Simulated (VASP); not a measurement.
# YbSb3 (Fm-3m) in VASP: further runs, part 2 of 2

VASP 6.6.1.

**3. Relaxation of cell and atoms, PBE**

This run uses another cell than the first one, of 28.10 Å³/atom, 0.995 times its volume.

INCAR

```
SYSTEM = YbSb3
ALGO = Normal ; EDIFF = 1E-7
EDIFFG = -0.01 ; ENCUT = 600
GGA = PE ; IBRION = 2
ISIF = 3 ; ISMEAR = 0
LASPH = .True. ; LCHARG = .False.
LREAL = .False. ; LWAVE = .False.
NELM = 100 ; NSW = 100
PREC = Accurate ; SIGMA = 0.1
```

KPOINTS

```
k-points
0
Gamma
  10 10 10
  0 0 0
```

POSCAR

```
YbSb3
1.0
    0.0000000000      3.8303180986      3.8303180986
    3.8303180986      0.0000000000      3.8303180986
    3.8303180986      3.8303180986      0.0000000000
Yb Sb
1 3
Direct
    0.5000000000      0.5000000000      0.5000000000
    0.2500000000      0.2500000000      0.2500000000
    0.7500000000      0.7500000000      0.7500000000
    0.0000000000      0.0000000000      0.0000000000
```

Potentials or basis: VASP PAW PBE potentials, release 64 (Yb, Sb).

Run with:

```sh
$ cat potpaw_PBE.64/Yb/POTCAR potpaw_PBE.64/Sb/POTCAR > POTCAR
$ mpirun -np 1 vasp_std > vasp.out
```

Wall time 45 min (1 thread of Intel Xeon Platinum 8259CL at 2.50GHz (Skylake/Cascade Lake), shared host); peak memory 0.48 GiB.

Results (log left out):

```yaml
Free_energy: -16.7640 eV
Relaxed_volume: 28.21 Å³/atom
Relaxed_cell: a = 5.424 Å, b = 5.424 Å, c = 5.424 Å, α = 60.00°, β = 60.00°, γ = 60.00°
Space_group_after_relaxing_to_0.05_Å: Fm-3m (No. 225)
Energy_gained_by_relaxing: 0.0 meV/atom
Ionic_steps: 4
Pressure_after_relaxing: -0.1 GPa
```

Final structure:
```
Yb Sb
1.0
     0.00000    3.83545    3.83545
     3.83545    0.00000    3.83545
     3.83545    3.83545    0.00000
Yb Sb
1 3
Direct
  0.50000 0.50000 0.50000
  0.25000 0.25000 0.25000
  0.75000 0.75000 0.75000
  0.00000 0.00000 0.00000
```

Levels at points of the mesh, in eV from the Fermi level:
```tsv
k point	band 16	band 17	band 18	band 19	band 20	band 21	band 22	band 23
(0.00, 0.00, 0.00)	-0.39	-0.37	-0.34	-0.34	-0.34	0.95	0.95	0.95
(0.50, 0.00, 0.00)	-0.39	-0.37	-0.34	-0.34	0.36	0.58	0.58	1.89
(0.50, 0.50, 0.00)	-0.38	-0.38	0.08	0.08	0.31	1.72	2.22	2.22
```

Caveat: spin-orbit coupling is left out, which moves the levels of the heavy elements; without U or exact exchange the open f shell lies at the Fermi level, which spoils levels, moments and volumes. Spin polarisation is off, so any magnetic state and its effect on volume and gap are missing.

**4. Single point, PBE**

INCAR

```
PREC     = Accurate       # precision mode
ENCUT    = 520            # plane-wave cutoff, eV
EDIFF    = 1E-7           # SCF threshold, eV
ISMEAR   = 0              # smearing method
SIGMA    = 0.1            # smearing width, eV
LREAL    = False          # projectors in reciprocal space
LASPH    = True           # aspherical terms in the spheres
NELM     = 100            # most SCF steps
ALGO     = Normal         # electronic algorithm
ISIF     = 2              # what is computed and relaxed
LWAVE    = False          # write WAVECAR
LCHARG   = True           # write CHGCAR
GGA      = PE             # functional
LELF     = True           # ELF
LVHAR    = True         
NBANDS   = 28             # bands
```

KPOINTS

```
regular mesh
0
Gamma
  10 10 10
```

POSCAR

```
YbSb3
1.0
    0.0000000000      3.8361797110      3.8361797110
    3.8361797110      0.0000000000      3.8361797110
    3.8361797110      3.8361797110      0.0000000000
Yb Sb
1 3
Direct
    0.5000000000      0.5000000000      0.5000000000
    0.2500000000      0.2500000000      0.2500000000
    0.7500000000      0.7500000000      0.7500000000
    0.0000000000      0.0000000000      0.0000000000
```

Potentials or basis: VASP PAW PBE potentials, release 64 (Yb, Sb).

Run with:

```sh
$ cat potpaw_PBE.64/Yb/POTCAR potpaw_PBE.64/Sb/POTCAR > POTCAR
$ mpirun -np 1 vasp_std > vasp.out
```

OUTCAR:

```text
PREC = Accurate
   ENCUT = 520
   EDIFF = 1E-7
   ISMEAR = 0
   LREAL = False
   LASPH = True
   NELM = 100
   ISIF = 2
   GGA = PE

 ion  position               nearest neighbor table
   1  0.500  0.500  0.500-   2 3.32   2 3.32   2 3.32   2 3.32   3 3.32   3 3.32   3 3.32   3 3.32

   2  0.250  0.250  0.250-   4 3.32   4 3.32   4 3.32   1 3.32   4 3.32   1 3.32   1 3.32   1 3.32

   3  0.750  0.750  0.750-   1 3.32   1 3.32   1 3.32   1 3.32   4 3.32   4 3.32   4 3.32   4 3.32

   4  0.000  0.000  0.000-   3 3.32   3 3.32   3 3.32   2 3.32   3 3.32   2 3.32   2 3.32   2 3.32

  LATTYP: Found a face centered cubic cell.
 ALAT       =     7.6723594220

  Lattice vectors:

 A1 = (   0.0000000000,   3.8361797110,   3.8361797110)
 A2 = (   3.8361797110,   0.0000000000,   3.8361797110)
 A3 = (   3.8361797110,   3.8361797110,   0.0000000000)

Analysis of symmetry for initial positions (statically):
=====================================================================
 Subroutine PRICEL returns:
 Original cell was already a primitive cell.

[... 167 lines left out ...]
  ext. energy  EPLUGINS =         0.00000000
  ---------------------------------------------------
  free energy    TOTEN  =       -16.76358109 eV

  energy without entropy =      -16.74490139  energy(sigma->0) =      -16.75424124

 E-fermi :   6.5913     XC(G=0): -10.1256

 val. band max:        6.5623383416   @ k =   0.5000   0.3000   0.1000
 cond. band min:       6.5924400991   @ k =  -0.4000   0.4000   0.1000
 fundamental gap:      0.0301017576
 Fermi energy:         6.5913262557

 k-point     1 :       0.0000    0.0000    0.0000
  band No.  band energies     occupation
      1     -45.1409      2.00000
      2     -17.4952      2.00000
      3     -17.4952      2.00000
      4     -17.4952      2.00000
      5      -5.2980      2.00000
      6      -1.1432      2.00000
[... 733 lines left out ...]
     27      12.0034      0.00000
     28      12.0786      0.00000

 [... further k-points ...]
[... 5 lines left out ...]
  --------------------------------------------------------------------------------------
  -------------------------------------------------------------------------------------
  Total       -0.0424257     -0.0424257     -0.0424257      0.0000000      0.0000000     -0.0000000
  in kB       -0.6020228     -0.6020228     -0.6020228      0.0000000      0.0000000     -0.0000000
  external PRESSURE =      -0.6020228 kB  Pullay stress =       0.0000000 kB

 VOLUME and BASIS-vectors are now :
 -----------------------------------------------------------------------------
  energy-cutoff  :      520.00
  volume of cell :      112.91
      direct lattice vectors                 reciprocal lattice vectors
     0.000000000  3.836179711  3.836179711    -0.130338002  0.130338002  0.130338002
     3.836179711  0.000000000  3.836179711     0.130338002 -0.130338002  0.130338002
     3.836179711  3.836179711  0.000000000     0.130338002  0.130338002 -0.130338002

 POSITION                                       TOTAL-FORCE (eV/Angst)
 -----------------------------------------------------------------------------------
      3.83618      3.83618      3.83618        -0.000000      0.000000      0.000000
      1.91809      1.91809      1.91809         0.000000     -0.000000      0.000000
      5.75427      5.75427      5.75427        -0.000000     -0.000000     -0.000000
      0.00000      0.00000      0.00000        -0.000000      0.000000      0.000000
 -----------------------------------------------------------------------------------
    total drift:                               -0.000000     -0.000000      0.000000

  FREE ENERGIE OF THE ION-ELECTRON SYSTEM (eV)
  ---------------------------------------------------
  free  energy   TOTEN  =       -16.7635810909 eV

  energy  without entropy=      -16.7449013883  energy(sigma->0) =      -16.75424124
```

stdout:

```text
POSCAR found type information on POSCAR YbSb
 POSCAR found :  2 types and       4 ions
 scaLAPACK will be used
 LDA part: xc-table for (Slater+PW92), standard interpolation
 POSCAR, INCAR and KPOINTS ok, starting setup
 FFT: planning ... GRIDC
 FFT: planning ... GRID_SOFT
 FFT: planning ... GRID
 WAVECAR not read
 entering main loop
```

Run time: 7.5 min. Hardware: 1 thread of Intel Xeon Platinum 8259CL at 2.50GHz (Skylake/Cascade Lake), shared host; peak memory 0.34 GiB.

Results:

```
Free energy : -16.7636 eV
Pressure    : -0.1 GPa
```

Caveat: spin-orbit coupling is left out, which moves the levels of the heavy elements; without U or exact exchange the open f shell lies at the Fermi level, which spoils levels, moments and volumes. Spin polarisation is off, so any magnetic state and its effect on volume and gap are missing.
